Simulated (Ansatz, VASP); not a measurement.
Two plane-wave programs on Pd

File INCAR:

```
PREC = Accurate ; ENCUT = 520
EDIFF = 1E-6 ; ISMEAR = -1
SIGMA = 0.05 ; LREAL = F
LASPH = T ; NELM = 150
ALGO = Normal ; ISIF = 2
LWAVE = F ; LCHARG = F
ISPIN = 2 ; MAGMOM = 0.368 0.368
LORBIT = 11 ; LMAXMIX = 4
GGA = RP ; NBANDS = 21
```

Contents of KPOINTS:

```
Automatic mesh
0
Gamma
  15 15 8
```

The input POSCAR:

```
Pd
1.0
    2.7643916629      0.0000000000      0.0000000000
   -1.3821958314      2.3940334061      0.0000000000
    0.0000000000      0.0000000000      4.6091832995
Pd
2
Direct
    0.3333333333      0.6666666667      0.2500000000
    0.6666666667      0.3333333333      0.7500000000
```

Input for Ansatz:

```yaml
crystal:
  lattice:
    - [2.7643916629, 0.0, 0.0]
    - [-1.3821958314, 2.3940334061, 0.0]
    - [0.0, 0.0, 4.6091832995]
  atoms:
    - { symbol: Pd, position: [0.3333333333, 0.6666666667, 0.25], spin: 0.368 }
    - { symbol: Pd, position: [0.6666666667, 0.3333333333, 0.75], spin: 0.368 }
hamiltonian:
  xc: rpbe
  pseudopotentials:
    kind: paw
    azcp:
      Pd: "pseudopotentials/Pd.paw.azcp"
basis:
  ecutwfc: 420
  fft_grid_basis: typed
kpoints:
  mp_grid: { grid: [15, 15, 8], shift: [0, 0, 0] }
magnetization:
  spin_polarized: true
scf:
  occupations: { method: fermi_dirac, width: 0.05 }
  lower_state_search: "off"
output:
  stress: true
```

Alike in both runs: task single point; functional RPBE; k mesh 15 × 15 × 8; occupations fermi-dirac, width 0.05 eV; collinear spin.

|  | VASP | Ansatz |
| --- | --- | --- |
| version | VASP 6.6.1 | Ansatz 0.2.0 |
| potentials or method | VASP PAW PBE potentials, release 64 (Pd), cutoff 520 eV | plane waves (420 eV) with PAW, scalar-relativistic |
| valence electrons in the cell | 20 | 36 |

Ansatz gave:

- pressure (GPa): 6.5
- traceless stress, the component that is largest in VASP (GPa): -0.33
- net moment per atom (μB): 0.34
- size of the moment on the site where the two differ most (μB): 0.35

Which values does VASP return?

Pressure (GPa): 6.2; traceless stress, the component that is largest in VASP (GPa): -0.38; net moment per atom (μB): 0.34; size of the moment on the site where the two differ most (μB): 0.34.

VASP's potentials were made for PBE, not for RPBE. Site moments also hang on the region over which each program counts them. VASP's potentials hold 20 valence electrons a cell and Ansatz's 36, so a difference there can come from the potentials and not from the codes.
